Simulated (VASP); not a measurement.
In3Se: relaxation of cell and atoms with PBEsol

In3Se:

```xyz
4
Lattice="4.8038 0.0000 0.0000 0.0000 4.8038 0.0000 0.0000 0.0000 4.8038" Properties=species:S:1:pos:R:3 pbc="T T T"
In    2.4019    2.4019    0.0000
In    2.4019    0.0000    2.4019
In    0.0000    2.4019    2.4019
Se    0.0000    0.0000    0.0000
```

```json
{
 "Program": "VASP 6.6.1",
 "Task": "relaxation of cell and atoms",
 "Functional": "PBEsol",
 "Potentials or basis": "VASP PAW PBE potentials, release 64 (In_d, Se)",
 "Cutoff": "600 eV",
 "k mesh": "6 × 6 × 6",
 "Occupations": "fermi-dirac, width 0.05 eV",
 "Spin": "no spin polarisation",
 "Dipole correction": "no",
 "Further INCAR settings": "ALGO = Normal; EDIFF = 1e-07; IBRION = 2; EDIFFG = -0.01; NSW = 60; ISIF = 3"
}
```

The relaxed volume is 25.51 Å³/atom and the relaxed cell is a = 4.673 Å, b = 4.673 Å, c = 4.673 Å, α = 90.00°, β = 90.00°, γ = 90.00°. The space group after relaxing (to 0.1 Å) is Pm-3m (No. 221), the energy gained by relaxing is 22.0 meV/atom and the ionic steps are 3. The pressure after relaxing is 0.0 GPa. The band gap on the k mesh is zero (an odd number of electrons rules out a gap without spin polarisation).

The path:
```
step  energy change (eV)  largest force (eV/Å)  pressure (GPa)  volume (Å³)
   1              0.0000                0.0000           -2.93       110.85
   2             -0.0869                0.0000           -0.37       102.92
   3             -0.0880                0.0000           -0.02       102.05
```

Final structure:
```yaml
crystal:
  lattice:
    - [4.67309, 0.00000, 0.00000]
    - [0.00000, 4.67309, 0.00000]
    - [0.00000, 0.00000, 4.67309]
  atoms:
    - { symbol: In, position: [0.50000, 0.50000, 0.00000] }
    - { symbol: In, position: [0.50000, 0.00000, 0.50000] }
    - { symbol: In, position: [0.00000, 0.50000, 0.50000] }
    - { symbol: Se, position: [0.00000, 0.00000, 0.00000] }
```

Levels at points of the mesh, in eV from the Fermi level:
| k point | band 21 | band 22 | band 23 | band 24 | band 25 | band 26 |
| --- | --- | --- | --- | --- | --- | --- |
| (0.00, 0.00, 0.00) | -2.15 | -2.15 | 1.14 | 1.14 | 1.14 | 4.32 |
| (0.50, 0.00, 0.00) | -1.46 | -1.14 | -0.27 | -0.27 | 1.21 | 3.95 |
| (0.50, 0.50, 0.00) | -1.04 | -0.63 | -0.63 | 1.53 | 1.69 | 1.69 |
| (0.50, 0.50, 0.50) | -4.46 | -4.46 | -3.56 | 3.23 | 3.23 | 3.23 |

It took 62 s on 1 thread of Intel(R) Xeon(R) 6975P-C (Granite Rapids), on a shared host, peak memory 0.28 GiB.

Caveat: the PAW data sets were made with another functional, which shifts forces and pressure a little; spin-orbit coupling is left out, which moves the levels of the heavy elements.
